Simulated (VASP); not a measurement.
## InAs: relaxation of cell and atoms with LDA

Crystal: InAs.

```xyz
2
Lattice="0.0000 3.0932 3.0932 3.0932 0.0000 3.0932 3.0932 3.0932 0.0000" Properties=species:S:1:pos:R:3 pbc="T T T"
In    0.0000    0.0000    0.0000
As    1.5466    1.5466    1.5466
```

- Program: VASP 6.6.1
- Task: relaxation of cell and atoms
- Functional: LDA
- Potentials or basis: VASP PAW LDA potentials, release 64 (In_d, As)
- Cutoff: 600 eV
- k mesh: 12 × 12 × 12
- Occupations: gaussian, width 0.1 eV
- Spin: no spin polarisation
- Dipole correction: no
- Further INCAR settings: ALGO = Normal; EDIFF = 1e-06; IBRION = 2; EDIFFG = -0.005; NSW = 70; ISIF = 3

| Property | Result |
| --- | --- |
| Relaxed volume | 27.44 Å³/atom |
| Relaxed cell | a = 4.265 Å, b = 4.265 Å, c = 4.265 Å, α = 60.00°, β = 60.00°, γ = 60.00° |
| Space group after relaxing (to 0.1 Å) | F-43m (No. 216) |
| Energy gained by relaxing | 27.6 meV/atom |
| Ionic steps | 3 |
| Pressure after relaxing | 0.0 GPa |
| Band gap on the k mesh | zero (filled and empty bands touch) |

The path:
| step | energy change (eV) | largest force (eV/Å) | pressure (GPa) | volume (Å³) |
| --- | --- | --- | --- | --- |
| 1 | 0.0000 | 0.0000 | -3.81 | 59.19 |
| 2 | -0.0468 | 0.0000 | 1.83 | 53.36 |
| 3 | -0.0552 | 0.0000 | -0.01 | 54.87 |

Final structure:
```xyz
2
Lattice="0.0000 3.0161 3.0161 3.0161 0.0000 3.0161 3.0161 3.0161 0.0000" Properties=species:S:1:pos:R:3 pbc="T T T"
In    0.0000    0.0000    0.0000
As    1.5081    1.5081    1.5081
```

Levels at points of the mesh, in eV from the Fermi level:
```csv
k point,band 6,band 7,band 8,band 9,band 10,band 11,band 12,band 13
"(0.00, 0.00, 0.00)",-12.02,-0.41,-0.06,-0.06,-0.06,3.77,3.77,3.77
"(0.50, 0.00, 0.00)",-10.52,-5.93,-1.07,-1.07,0.77,4.55,4.55,6.64
"(0.50, 0.50, 0.00)",-9.96,-6.01,-2.43,-2.43,1.35,1.90,8.99,9.13
```

Run time: 5.2 min on 1 thread of AMD EPYC 7R13, on a shared host, peak memory 0.21 GiB.

Caveat: semilocal functionals underestimate gaps, and a narrow one can read as zero; spin-orbit coupling is left out, which moves the levels of the heavy elements. Zero-point motion and thermal expansion aren't in these numbers.
